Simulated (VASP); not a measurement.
# Ga4AsP3 (P-4m2) in VASP: a series of runs, part 2 of 2

VASP 6.6.1. Earlier steps stand in the parts before.

## Step 3: Single point, PBEsol

This run uses another cell than the first one, of 21.54 Å³/atom.

INCAR

```
PREC     = Accurate       # precision mode
ENCUT    = 500            # plane-wave cutoff, eV
EDIFF    = 1E-6           # SCF threshold, eV
ISMEAR   = 0              # smearing method
SIGMA    = 0.02           # smearing width, eV
LREAL    = F              # projectors in reciprocal space
LASPH    = T              # aspherical terms in the spheres
NELM     = 120            # most SCF steps
ALGO     = Normal         # electronic algorithm
ISIF     = 2              # what is computed and relaxed
LWAVE    = F              # write WAVECAR
LCHARG   = F              # write CHGCAR
GGA      = PS             # functional
NBANDS   = 46             # bands
GGA_COMPAT= F
```

KPOINTS

```
regular mesh
0
Gamma
  8 8 4
```

POSCAR

```
Ga4AsP3
1.0
    3.9346743264      0.0000000000      0.0000000000
    0.0000000000      3.9346743264      0.0000000000
    0.0000000000      0.0000000000     11.1296016310
Ga P As
4 3 1
Direct
    0.5000000000      0.0000000000      0.8679635847
    0.0000000000      0.5000000000      0.6225674064
    0.5000000000      0.0000000000      0.3774325936
    0.0000000000      0.5000000000      0.1320364153
    0.0000000000      0.0000000000      0.5000000000
    0.5000000000      0.5000000000      0.2546579890
    0.5000000000      0.5000000000      0.7453420110
    0.0000000000      0.0000000000      0.0000000000
```

Potentials or basis: VASP PAW PBE potentials, release 64 (Ga_d, P, As).

Started as:

```sh
$ cat potpaw_PBE.64/Ga_d/POTCAR potpaw_PBE.64/P/POTCAR potpaw_PBE.64/As/POTCAR > POTCAR
$ mpirun -np 1 vasp_std > vasp.out
```

OUTCAR:

```text
PREC = Accurate
   ENCUT = 500
   EDIFF = 1E-6
   ISMEAR = 0
   LREAL = F
   LASPH = T
   NELM = 120
   ISIF = 2
   GGA = PS

 ion  position               nearest neighbor table
   1  0.500  0.000  0.868-   7 2.39   7 2.39   8 2.46   8 2.46
   2  0.000  0.500  0.623-   5 2.39   5 2.39   7 2.40   7 2.40
   3  0.500  0.000  0.377-   5 2.39   5 2.39   6 2.40   6 2.40
   4  0.000  0.500  0.132-   6 2.39   6 2.39   8 2.46   8 2.46
   5  0.000  0.000  0.500-   2 2.39   3 2.39   2 2.39   3 2.39
   6  0.500  0.500  0.255-   4 2.39   4 2.39   3 2.40   3 2.40
   7  0.500  0.500  0.745-   1 2.39   1 2.39   2 2.40   2 2.40
   8  0.000  0.000  0.000-   1 2.46   4 2.46   4 2.46   1 2.46

  LATTYP: Found a simple tetragonal cell.
 ALAT       =     3.9346743264
 C/A-ratio  =     2.8285953824

  Lattice vectors:

 A1 = (   3.9346743264,   0.0000000000,   0.0000000000)
 A2 = (   0.0000000000,   3.9346743264,   0.0000000000)
 A3 = (   0.0000000000,   0.0000000000,  11.1296016310)

Analysis of symmetry for initial positions (statically):
=====================================================================
[... 193 lines left out ...]
  band No.  band energies     occupation
      1     -10.6280      2.00000
      2     -10.5816      2.00000
      3     -10.5687      2.00000
      4     -10.5304      2.00000
      5     -10.5304      2.00000
      6     -10.5138      2.00000
[... 1165 lines left out ...]
     45       9.2342      0.00000
     46       9.4186      0.00000

 [... further k-points ...]

------------------------ aborting loop because EDIFF is reached ----------------------------------------

  FORCE on cell =-STRESS in cart. coord.  units (eV):
  Direction    XX          YY          ZZ          XY          YZ          ZX
  --------------------------------------------------------------------------------------
  -------------------------------------------------------------------------------------
  Total       -3.1942766     -3.1942766     -3.1998250      0.0000000      0.0000000      0.0000000
  in kB      -29.7020145    -29.7020145    -29.7536056      0.0000000      0.0000000      0.0000000
  external PRESSURE =     -29.7192115 kB  Pullay stress =       0.0000000 kB

 VOLUME and BASIS-vectors are now :
 -----------------------------------------------------------------------------
  energy-cutoff  :      500.00
  volume of cell :      172.30
      direct lattice vectors                 reciprocal lattice vectors
     3.934674326  0.000000000  0.000000000     0.254150640  0.000000000  0.000000000
     0.000000000  3.934674326  0.000000000     0.000000000  0.254150640  0.000000000
     0.000000000  0.000000000 11.129601631     0.000000000  0.000000000  0.089850476

 POSITION                                       TOTAL-FORCE (eV/Angst)
 -----------------------------------------------------------------------------------
      1.96734      0.00000      9.66009         0.000000      0.000000      0.009597
      0.00000      1.96734      6.92893        -0.000000     -0.000000     -0.000540
      1.96734      0.00000      4.20067         0.000000      0.000000      0.000540
      0.00000      1.96734      1.46951         0.000000      0.000000     -0.009597
      0.00000      0.00000      5.56480         0.000000      0.000000      0.000000
      1.96734      1.96734      2.83424        -0.000000     -0.000000     -0.000055
      1.96734      1.96734      8.29536         0.000000      0.000000      0.000055
      0.00000      0.00000      0.00000         0.000000      0.000000      0.000000
 -----------------------------------------------------------------------------------
    total drift:                                0.000000     -0.000000     -0.000000

  FREE ENERGIE OF THE ION-ELECTRON SYSTEM (eV)
  ---------------------------------------------------
  free  energy   TOTEN  =       -38.7509650052 eV

  energy  without entropy=      -38.7509650052  energy(sigma->0) =      -38.75096501
```

OSZICAR:

```text
N       E                     dE             d eps       ncg     rms          rms(c)
DAV:   1     0.630150202826E+03    0.63015E+03   -0.32145E+04  4424   0.223E+03
DAV:   2     0.637152762619E+02   -0.56643E+03   -0.54527E+03  4340   0.600E+02
DAV:   3    -0.333860143631E+02   -0.97101E+02   -0.93802E+02  4808   0.171E+02
DAV:   4    -0.395845908890E+02   -0.61986E+01   -0.61552E+01  5258   0.426E+01
DAV:   5    -0.397472091036E+02   -0.16262E+00   -0.16239E+00  5648   0.695E+00    0.746E+00
DAV:   6    -0.388784176076E+02    0.86879E+00   -0.15686E+00  5988   0.145E+01    0.439E+00
DAV:   7    -0.387572369583E+02    0.12118E+00   -0.76839E-01  5034   0.407E+00    0.137E+00
DAV:   8    -0.387507285093E+02    0.65084E-02   -0.16034E-01  5420   0.506E+00    0.228E-01
DAV:   9    -0.387505397337E+02    0.18878E-03   -0.18318E-02  5548   0.254E+00    0.994E-02
DAV:  10    -0.387507545532E+02   -0.21482E-03   -0.35031E-03  6162   0.936E-01    0.717E-02
DAV:  11    -0.387508894606E+02   -0.13491E-03   -0.10372E-03  5068   0.270E-01    0.395E-02
DAV:  12    -0.387509597806E+02   -0.70320E-04   -0.14443E-04  5708   0.275E-01    0.127E-02
DAV:  13    -0.387509653930E+02   -0.56124E-05   -0.69304E-05  4670   0.584E-02    0.755E-03
DAV:  14    -0.387509650052E+02    0.38786E-06   -0.44861E-06  4930   0.288E-02
   1 F= -.38750965E+02 E0= -.38750965E+02  d E =-.114612E-15
```

stdout:

```text
POSCAR found type information on POSCAR GaP As
 POSCAR found :  3 types and       8 ions
 scaLAPACK will be used
 -----------------------------------------------------------------------------
|                                                                             |
|                                                                             |
|     You enforced a specific xc type in the INCAR file but a different       |
|     I HOPE YOU KNOW WHAT YOU ARE DOING!                                     |
|                                                                             |
 -----------------------------------------------------------------------------

 LDA part: xc-table for (Slater+PW92), standard interpolation
 POSCAR, INCAR and KPOINTS ok, starting setup
 FFT: planning ... GRIDC
 FFT: planning ... GRID_SOFT
 FFT: planning ... GRID
 WAVECAR not read
 entering main loop
```

Run time: 3.5 min. Hardware: 1 thread of Oxide Virtual Turin-like, shared host; peak memory 0.39 GiB.

Results:

```yaml
Free_energy: -38.7510 eV
Pressure: -3.0 GPa
Largest_force: 0.010 eV/Å
Band_gap_on_the_k_mesh: 1.10 eV
```

Forces on the atoms (eV/Å):
```
Ga   0.000  0.000  0.010
Ga   0.000  0.000 -0.001
Ga   0.000  0.000  0.001
Ga   0.000  0.000 -0.010
P    0.000  0.000  0.000
P    0.000  0.000  0.000
P    0.000  0.000  0.000
As   0.000  0.000  0.000
```

Caveat: the PAW data sets were made with another functional, which shifts forces and pressure a little. A k mesh can miss the band edges.
